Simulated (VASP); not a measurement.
Here is a VASP 6.6.1 calculation.

The input INCAR:

```
SYSTEM = Rb
PREC     = Accurate       ! precision mode
ENCUT    = 520            ! plane-wave cutoff, eV
EDIFF    = 1E-6           ! SCF threshold, eV
ISMEAR   = -1             ! smearing method
SIGMA    = 0.1            ! smearing width, eV
LREAL    = .FALSE.        ! projectors in reciprocal space
LASPH    = .TRUE.         ! aspherical terms in the spheres
NELM     = 100            ! most SCF steps
ALGO     = Normal         ! electronic algorithm
ISIF     = 2              ! what is computed and relaxed
LWAVE    = .FALSE.        ! write WAVECAR
LCHARG   = .TRUE.         ! write CHGCAR
LELF     = .TRUE.         ! ELF
LVHAR    = .TRUE.       
NBANDS   = 10             ! bands
```

Contents of KPOINTS:

```
Automatic mesh
0
G
  14 14 14
  0 0 0
```

File POSCAR:

```
Rb
1.0
   -2.5739162134      2.5739162134      2.5739162134
    2.5739162134     -2.5739162134      2.5739162134
    2.5739162134      2.5739162134     -2.5739162134
Rb
1
Direct
    0.0000000000      0.0000000000      0.0000000000
```

Potentials or basis: VASP PAW LDA potentials, release 64 (Rb_sv).

The run is started by

```sh
$ cat potpaw_LDA.64/Rb_sv/POTCAR > POTCAR
$ mpirun -np 1 vasp_std > vasp.out
```

Estimate the pressure.

0.6 GPa.
